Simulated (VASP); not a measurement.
# Au (I4/mmm) in VASP: a series of runs

The runs below take Au through single point, with PBE.

Everything below comes from runs of VASP 6.6.1. Logs are shortened: lines on timing, memory, paths and dates and some standing lists are left out, and cuts for length are marked.

### Step 1. The cell of the first run

The structure is tetragonal, space group I4/mmm (No. 139). The conventional cell has a = 3.235 Å, b = 3.235 Å, c = 3.341 Å, α = 90.00°, β = 90.00°, γ = 90.00°. Within 3.7 Å of Au (site symmetry 4/mmm) lie 14 Au at 2.83 to 3.34 Å.

### Step 2. Single point, PBE (biaxial strain in the a-b plane: -2.0 %)

INCAR

```
SYSTEM = Au
ALGO     = Normal         ! electronic algorithm
EDIFF    = 1E-6           ! SCF threshold, eV
ENCUT    = 500            ! plane-wave cutoff, eV
GGA      = PE             ! functional
GGA_COMPAT= .FALSE.      
ISIF     = 2              ! what is computed and relaxed
ISMEAR   = 0              ! smearing method
LASPH    = .TRUE.         ! aspherical terms in the spheres
LCHARG   = .TRUE.         ! write CHGCAR
LELF     = .TRUE.         ! ELF
LREAL    = .FALSE.        ! projectors in reciprocal space
LVHAR    = .TRUE.       
LWAVE    = .FALSE.        ! write WAVECAR
NBANDS   = 18             ! bands
NELM     = 120            ! most SCF steps
PREC     = Accurate       ! precision mode
SIGMA    = 0.1            ! smearing width, eV
```

KPOINTS

```
k-points
0
G
  16 16 16
  0 0 0
```

POSCAR

```
Au
1.0
    3.2352828576      0.0000000000      0.0000000000
    0.0000000000      3.2352828576      0.0000000000
    0.0000000000      0.0000000000      3.3409247468
Au
2
Direct
    0.0000000000      0.0000000000      0.0000000000
    0.5000000000      0.5000000000      0.5000000000
```

Potentials or basis: VASP PAW PBE potentials, release 64 (Au).

On the command line:

```console
cat potpaw_PBE.64/Au/POTCAR > POTCAR
mpirun -np 1 vasp_std > vasp.out
```

OUTCAR:

```text
SYSTEM = Au
   EDIFF = 1E-6
   ENCUT = 500
   GGA = PE
   ISIF = 2
   ISMEAR = 0
   LASPH = .TRUE.
   LREAL = .FALSE.
   NELM = 120
   PREC = Accurate

 ion  position               nearest neighbor table
   1  0.000  0.000  0.000-   2 2.83   2 2.83   2 2.83   2 2.83   2 2.83   2 2.83   2 2.83   2 2.83

   2  0.500  0.500  0.500-   1 2.83   1 2.83   1 2.83   1 2.83   1 2.83   1 2.83   1 2.83   1 2.83

  LATTYP: Found a simple tetragonal cell.
 ALAT       =     3.2352828576
 C/A-ratio  =     1.0326530612

  Lattice vectors:

 A1 = (   3.2352828576,   0.0000000000,   0.0000000000)
 A2 = (   0.0000000000,   3.2352828576,   0.0000000000)
 A3 = (   0.0000000000,   0.0000000000,   3.3409247468)

Analysis of symmetry for initial positions (statically):
=====================================================================
 Subroutine PRICEL returns following result:

  LATTYP: Found a body centered tetragonal cell.
 ALAT       =     3.2352828576
 C/A-ratio  =     1.0326530612

  Lattice vectors:

 A1 = (  -1.6176414288,  -1.6176414288,  -1.6704623734)
 A2 = (   1.6176414288,   1.6176414288,  -1.6704623734)
 A3 = (   1.6176414288,  -1.6176414288,   1.6704623734)

   2 primitive cells build up your supercell.

 Routine SETGRP: Setting up the symmetry group for a
 simple tetragonal supercell.

 Subroutine GETGRP returns: Found 16 space group operations
 (whereof 16 operations were pure point group operations)
 out of a pool of 16 trial point group operations.

The static configuration has the point symmetry D_4h.

Analysis of symmetry for dynamics (positions and initial velocities):
=====================================================================
 Subroutine PRICEL returns following result:

  LATTYP: Found a body centered tetragonal cell.
 ALAT       =     3.2352828576
 C/A-ratio  =     1.0326530612

  Lattice vectors:

 A1 = (  -1.6176414288,  -1.6176414288,  -1.6704623734)
 A2 = (   1.6176414288,   1.6176414288,  -1.6704623734)
 A3 = (   1.6176414288,  -1.6176414288,   1.6704623734)

   2 primitive cells build up your supercell.

 Routine SETGRP: Setting up the symmetry group for a
 simple tetragonal supercell.

 Subroutine GETGRP returns: Found 16 space group operations
 (whereof 16 operations were pure point group operations)
 out of a pool of 16 trial point group operations.

The dynamic configuration has the point symmetry D_4h.

 Subroutine INISYM returns: Found 16 space group operations
 (whereof 16 operations are pure point group operations),
 and found     2 'primitive' translations

----------------------------------------------------------------------------------------

                                     Primitive cell

  volume of cell :      17.4848

  direct lattice vectors                    reciprocal lattice vectors
    -1.617641429 -1.617641429 -1.670462373    -0.000000000 -0.309091985 -0.299318325
     1.617641429  1.617641429 -1.670462373     0.309091985  0.000000000 -0.299318325
     1.617641429 -1.617641429  1.670462373     0.309091985 -0.309091985  0.000000000

  length of vectors
     2.832661668  2.832661668  2.832661668     0.430266563  0.430266563  0.437122077

  position of ions in fractional coordinates (direct lattice)
     0.000000000  0.000000000  0.000000000

  ion indices of the primitive-cell ions
   primitive index   ion index
                 1           1

----------------------------------------------------------------------------------------

 KPOINTS: k-points

Automatic generation of k-mesh.
 Grid dimensions read from file:
 generate k-points for:   16   16   16

 Generating k-lattice:

  Cartesian coordinates                     Fractional coordinates (reciprocal lattice)
     0.019318249  0.000000000  0.000000000     0.062500000  0.000000000  0.000000000
     0.000000000  0.019318249  0.000000000     0.000000000  0.062500000  0.000000000
     0.000000000  0.000000000  0.018707395     0.000000000  0.000000000  0.062500000

  Length of vectors
     0.019318249  0.019318249  0.018707395

  Shift w.r.t. Gamma in fractional coordinates (k-lattice)
     0.000000000  0.000000000  0.000000000

 Subroutine IBZKPT returns following result:
 ===========================================

 Found    405 irreducible k-points:

 Following reciprocal coordinates:
            Coordinates               Weight
  0.000000  0.000000  0.000000      1.000000
  0.062500  0.000000  0.000000      4.000000
  0.125000  0.000000  0.000000      4.000000
  0.187500  0.000000  0.000000      4.000000
  0.250000  0.000000  0.000000      4.000000
  0.312500  0.000000  0.000000      4.000000
[... 16 lines left out ...]
  0.437500  0.125000  0.000000      8.000000
  0.500000  0.125000  0.000000      4.000000
 [... further k-points ...]
   k-points           NKPTS =    405   k-points in BZ     NKDIM =    405   number of bands    NBANDS=     18
   number of dos      NEDOS =    301   number of ions     NIONS =      2
   total plane-waves  NPLWV =  13824
   dimension x,y,z NGX =    24 NGY =   24 NGZ =   24
   dimension x,y,z NGXF=    48 NGYF=   48 NGZF=   48
   ions per type =               2
   NGX,Y,Z   is equivalent  to a cutoff of  12.33, 12.33, 11.94 a.u.
   NGXF,Y,Z  is equivalent  to a cutoff of  24.66, 24.66, 23.89 a.u.
 SYSTEM =  Au
   PREC   = accura    normal or accurate (medium, high low for compatibility)
   ISTART =      0    job   : 0-new  1-cont  2-samecut
   ICHARG =      2    charge: 1-file 2-atom 10-const
   ISPIN  =      1    spin polarized calculation?
   LNONCOLLINEAR =      F non collinear calculations
   LSORBIT =      F    spin-orbit coupling
   LASPH  =      T    aspherical Exc in radial PAW
   ENCUT  =  500.0 eV  36.75 Ry    6.06 a.u.   5.90  5.90  6.09*2*pi/ulx,y,z
   NELM   =    120;   NELMIN=  2; NELMDL= -5     # of ELM steps
   EDIFF  = 0.1E-05   stopping-criterion for ELM
   LREAL  =      F    real-space projection
   EDIFFG = 0.1E-04   stopping-criterion for IOM
   NSW    =      0    number of steps for IOM
   IBRION =     -1    ionic relax: 0-MD 1-quasi-New 2-CG
   NFREE  =      0    steps in history (QN), initial steepest desc. (CG)
   ISIF   =      2    stress and relaxation
   ISYM   =      2    0-nonsym 1-usesym 2-fastsym
   POTIM  = 0.5000    time-step for ionic-motion
   TEBEG  =    0.0;   TEEND  =   0.0 temperature during run
   PSTRESS=    0.0 pullay stress
   NELECT =      22.0000    total number of electrons
   NUPDOWN=      -1.0000    fix difference up-down
   EMIN   =  10.00;   EMAX   =-10.00  energy-range for DOS
   EFERMI =   0.00;   METHOD = LEGACY
   ISMEAR =     0;   SIGMA  =   0.10  broadening in eV -4-tet -1-fermi 0-gaus
   EFERMI_NEDOS =   21; number of points for ismear=-14 and -15
   IALGO  =     38    algorithm
   IMIX   =      4    mixing-type and parameters
     AMIX     =   0.40;   BMIX     =  1.00
     AMIX_MAG =   1.60;   BMIX_MAG =  1.00
  volume/ion in A,a.u.               =      17.48       117.99
  Fermi-wavevector in a.u.,A,eV,Ry     =   1.402766  2.650844 26.772909  1.967753
  Thomas-Fermi vector in A             =   2.525495
   LORBIT       =      0    0 simple, 1 ext, 2 COOP (PROOUT), +10 PAW based schemes
   GGA     = PE    functional components
   LHFCALC =     F    Hartree Fock is set to
   AEXX    =    0.0000 exact exchange contribution
   IVDW    =     0    specifies the selected vdW correction
   LEPSILON=     F    determine dielectric tensor
   LRPA    =     F    only Hartree local field effects (RPA)
 non-spin polarized calculation
 Gauss-broadening in eV      SIGMA  =   0.10
  energy-cutoff  :      500.00
  volume of cell :       34.97
 maximum number of plane-waves:       920
 NGX is ok and might be reduce to    24
   NGX = 11   NGY = 11   NGZ = 13

 number of electron      22.0000000 magnetization

 Free energy of the ion-electron system (eV)
  ---------------------------------------------------
  ext. energy  EPLUGINS =         0.00000000
  ---------------------------------------------------
  free energy    TOTEN  =        -6.38944594 eV

  energy without entropy =       -6.38732040  energy(sigma->0) =       -6.38838317

 E-fermi :   9.0454     XC(G=0): -12.5652

 val. band max:        9.0144969303   @ k =   0.5000   0.0625   0.5000
 cond. band min:       9.0637441583   @ k =   0.4375   0.0000   0.3125
 fundamental gap:      0.0492472280
 Fermi energy:         9.0453523524

 k-point     1 :       0.0000    0.0000    0.0000
  band No.  band energies     occupation
      1      -0.5240      2.00000
      2       2.4389      2.00000
      3       2.4574      2.00000
      4       4.2636      2.00000
      5       4.2636      2.00000
      6       4.4618      2.00000
[... 10 lines left out ...]
     17      25.1385      0.00000
     18      25.2156      0.00000

 k-point     2 :       0.0625    0.0000    0.0000
  band No.  band energies     occupation
      1      -0.4515      2.00000
      2       2.4726      2.00000
      3       2.4990      2.00000
      4       4.2643      2.00000
      5       4.2888      2.00000
      6       4.4618      2.00000
[... 10 lines left out ...]
     17      25.2304      0.00000
     18      25.3069      0.00000

 k-point     3 :       0.1250    0.0000    0.0000
  band No.  band energies     occupation
      1      -0.2363      2.00000
      2       2.5662      2.00000
      3       2.6247      2.00000
      4       4.2687      2.00000
      5       4.3638      2.00000
      6       4.4640      2.00000
[... 10 lines left out ...]
     17      25.4573      0.00000
     18      25.5642      0.00000

 k-point     4 :       0.1875    0.0000    0.0000
  band No.  band energies     occupation
      1       0.1143      2.00000
      2       2.7170      2.00000
      3       2.8164      2.00000
      4       4.2831      2.00000
      5       4.4748      2.00000
      6       4.4870      2.00000
[... 375 lines left out ...]
      4       4.0461      2.00000
      5       4.4744      2.00000
      6       4.8507      2.00000
[... 10 lines left out ...]
     17      23.6441      0.00000
     18      24.8875      0.00000

 k-point    23 :       0.4375    0.1250    0.0000
  band No.  band energies     occupation
      1       2.4341      2.00000
      2       3.1737      2.00000
      3       3.8879      2.00000
      4       4.1587      2.00000
      5       4.3645      2.00000
      6       4.5611      2.00000
[... 10 lines left out ...]
     17      23.1774      0.00000
     18      23.6081      0.00000

 k-point    24 :       0.5000    0.1250    0.0000
  band No.  band energies     occupation
      1       2.8787      2.00000
      2       2.8787      2.00000
      3       4.1472      2.00000
      4       4.1472      2.00000
      5       4.3299      2.00000
      6       4.3299      2.00000
[... 10 lines left out ...]
     17      22.7390      0.00000
     18      22.7390      0.00000

 [... further k-points ...]
[... 5 lines left out ...]
  --------------------------------------------------------------------------------------
  -------------------------------------------------------------------------------------
  Total        0.9577322      0.9577322      0.9441695      0.0000000      0.0000000      0.0000000
  in kB       43.8796804     43.8796804     43.2582884      0.0000000      0.0000000      0.0000000
  external PRESSURE =      43.6725497 kB  Pullay stress =       0.0000000 kB

 VOLUME and BASIS-vectors are now :
 -----------------------------------------------------------------------------
  energy-cutoff  :      500.00
  volume of cell :       34.97
      direct lattice vectors                 reciprocal lattice vectors
     3.235282858  0.000000000  0.000000000     0.309091985  0.000000000  0.000000000
     0.000000000  3.235282858  0.000000000     0.000000000  0.309091985  0.000000000
     0.000000000  0.000000000  3.340924747     0.000000000  0.000000000  0.299318325

 POSITION                                       TOTAL-FORCE (eV/Angst)
 -----------------------------------------------------------------------------------
      0.00000      0.00000      0.00000        -0.000000      0.000000      0.000000
      1.61764      1.61764      1.67046         0.000000     -0.000000     -0.000000
 -----------------------------------------------------------------------------------
    total drift:                                0.000000      0.000000     -0.000000

  FREE ENERGIE OF THE ION-ELECTRON SYSTEM (eV)
  ---------------------------------------------------
  free  energy   TOTEN  =        -6.3894459418 eV

  energy  without entropy=       -6.3873203994  energy(sigma->0) =       -6.38838317
```

Run time: 57 s. Hardware: 1 thread of Intel Xeon Platinum 8488C (Sapphire Rapids), shared host; peak memory 0.3 GiB.

Results:

```yaml
Free_energy: -6.3894 eV
Pressure: 4.4 GPa
Band_gap_on_the_k_mesh: zero (bands 11 and 12 overlap by 5.26 eV)
```

Caveat: the cell differs from its parent crystal (biaxial strain in the a-b plane: -2.0 %); the cell stands under pressure; spin-orbit coupling is left out, which moves the levels of the heavy elements.

(Part 1 of 2 ends here.)
